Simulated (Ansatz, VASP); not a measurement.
One calculation of Ti16HC16, two programs

INCAR

```
SYSTEM = Ti16HC16
  ALGO = Normal
  EDIFF = 1E-6
  ENCUT = 520
  GGA = PE
  GGA_COMPAT = .False.
  ISIF = 2
  ISMEAR = 1
  LASPH = .True.
  LCHARG = .True.
  LELF = .True.
  LREAL = Auto
  LVHAR = .True.
  LWAVE = .False.
  NBANDS = 150
  NELM = 120
  PREC = Accurate
  SIGMA = 0.1
```

KPOINTS

```
k-points
0
Gamma
  2 2 2
  0 0 0
```

Contents of POSCAR:

```
Ti16HC16
1.0
   -4.3323432200      4.3323432200      4.3323432200
    4.3323432200     -4.3323432200      4.3323432200
    4.3323432200      4.3323432200     -4.3323432200
Ti C H
16 16 1
Direct
    0.0003914100      0.0012176400      0.0056853100
    0.0049787300      0.2458878700      0.7496792400
   -0.0006747900      0.5002409600      0.5063322200
    0.0033613100      0.7265059000      0.2397643000
    0.2419703900     -0.0097771400      0.7411176200
    0.2605956000      0.2720751200      0.5072282200
    0.2423203500      0.4901050400      0.2383066400
    0.2431855200      0.7528882600     -0.0041008500
    0.4983169200      0.0011817400      0.5059911200
    0.5039265700      0.2455283300      0.2457405400
    0.5004629300      0.5014725100      0.0068245200
    0.5061634700      0.7473906800      0.7477860100
    0.7260423300     -0.0095867600      0.2334527200
    0.7427710000      0.2508577300     -0.0052943600
    0.7425944300      0.4916039900      0.7387455900
    0.7421699100      0.7527334400      0.4984268400
   -0.0018609400     -0.0013470000      0.5007517600
    0.0034908900      0.2428452400      0.2498466100
   -0.0019082400      0.4947765900     -0.0038846400
    0.0024706600      0.7442989400      0.7473413200
    0.2397857100     -0.0057430900      0.2430501400
    0.2485237900      0.2528865300     -0.0009308100
    0.2423669000      0.4963449300      0.7429625000
    0.2483795800      0.7530611500      0.4997348200
    0.4955218800     -0.0016316400     -0.0027897400
    0.5022675600      0.2447425800      0.7469807900
    0.5006681800      0.5009070000      0.4995850500
    0.5021325900      0.7442938700      0.2473096700
    0.7425172200     -0.0044309100      0.7414283500
    0.7478961000      0.2532023900      0.4991859600
    0.7421746400      0.4943202200      0.2413332800
    0.7500143400      0.7554866800      0.0033090400
    0.0010750500     -0.0069674800      0.3470056400
```

Input for Ansatz:

```yaml
crystal:
  lattice:
    - [-4.33234322, 4.33234322, 4.33234322]
    - [4.33234322, -4.33234322, 4.33234322]
    - [4.33234322, 4.33234322, -4.33234322]
  atoms:
    - { symbol: Ti, position: [0.00039141, 0.00121764, 0.00568531] }
    - { symbol: Ti, position: [0.00497873, 0.24588787, 0.74967924] }
    - { symbol: Ti, position: [-0.00067479, 0.50024096, 0.50633222] }
    - { symbol: Ti, position: [0.00336131, 0.7265059, 0.2397643] }
    - { symbol: Ti, position: [0.24197039, -0.00977714, 0.74111762] }
    - { symbol: Ti, position: [0.2605956, 0.27207512, 0.50722822] }
    - { symbol: Ti, position: [0.24232035, 0.49010504, 0.23830664] }
    - { symbol: Ti, position: [0.24318552, 0.75288826, -0.00410085] }
    - { symbol: Ti, position: [0.49831692, 0.00118174, 0.50599112] }
    - { symbol: Ti, position: [0.50392657, 0.24552833, 0.24574054] }
    - { symbol: Ti, position: [0.50046293, 0.50147251, 0.00682452] }
    - { symbol: Ti, position: [0.50616347, 0.74739068, 0.74778601] }
    - { symbol: Ti, position: [0.72604233, -0.00958676, 0.23345272] }
    - { symbol: Ti, position: [0.742771, 0.25085773, -0.00529436] }
    - { symbol: Ti, position: [0.74259443, 0.49160399, 0.73874559] }
    - { symbol: Ti, position: [0.74216991, 0.75273344, 0.49842684] }
    - { symbol: C, position: [-0.00186094, -0.001347, 0.50075176] }
    - { symbol: C, position: [0.00349089, 0.24284524, 0.24984661] }
    - { symbol: C, position: [-0.00190824, 0.49477659, -0.00388464] }
    - { symbol: C, position: [0.00247066, 0.74429894, 0.74734132] }
    - { symbol: C, position: [0.23978571, -0.00574309, 0.24305014] }
    - { symbol: C, position: [0.24852379, 0.25288653, -0.00093081] }
    - { symbol: C, position: [0.2423669, 0.49634493, 0.7429625] }
    - { symbol: C, position: [0.24837958, 0.75306115, 0.49973482] }
    - { symbol: C, position: [0.49552188, -0.00163164, -0.00278974] }
    - { symbol: C, position: [0.50226756, 0.24474258, 0.74698079] }
    - { symbol: C, position: [0.50066818, 0.500907, 0.49958505] }
    - { symbol: C, position: [0.50213259, 0.74429387, 0.24730967] }
    - { symbol: C, position: [0.74251722, -0.00443091, 0.74142835] }
    - { symbol: C, position: [0.7478961, 0.25320239, 0.49918596] }
    - { symbol: C, position: [0.74217464, 0.49432022, 0.24133328] }
    - { symbol: C, position: [0.75001434, 0.75548668, 0.00330904] }
    - { symbol: H, position: [0.00107505, -0.00696748, 0.34700564] }
basis:
  ecutwfc: 420
  xc_grid: 2
hamiltonian:
  xc: pbe
  pseudopotentials: { kind: paw, azcp: { folder: soft_1 } }
kpoints:
  mp_grid: { grid: [2, 2, 2] }
scf:
  occupations: { method: methfessel_paxton, width: 0.1 }
  max_iter: 160
output:
  forces: true
  eigenvalues: true
checkpoint:
  write: "../q0.end.mesh.run"
  compress: false
  write_wavefunctions: false
  write_every: 100000
```

Alike in both runs: task single point; functional PBE; k mesh 2 × 2 × 2; occupations methfessel-paxton of order 1, width 0.1 eV; no spin polarisation.

```csv
,VASP,Ansatz
version,VASP 6.6.1,Ansatz 0.2.0
potentials or method,"VASP PAW PBE potentials, release 64 (Ti_sv, C, H), cutoff 520 eV",plane-wave PAW DFT
valence electrons in the cell,257,257
```

VASP gave:

```
rms of the force components (eV/Å) : 0.509
```

Which values does Ansatz return?

rms of the force components (eV/Å): 0.505.

Atom by atom the forces differ by 0.008 eV/Å (rms over components).

The k mesh is coarse, so the values compare programs but aren't converged.
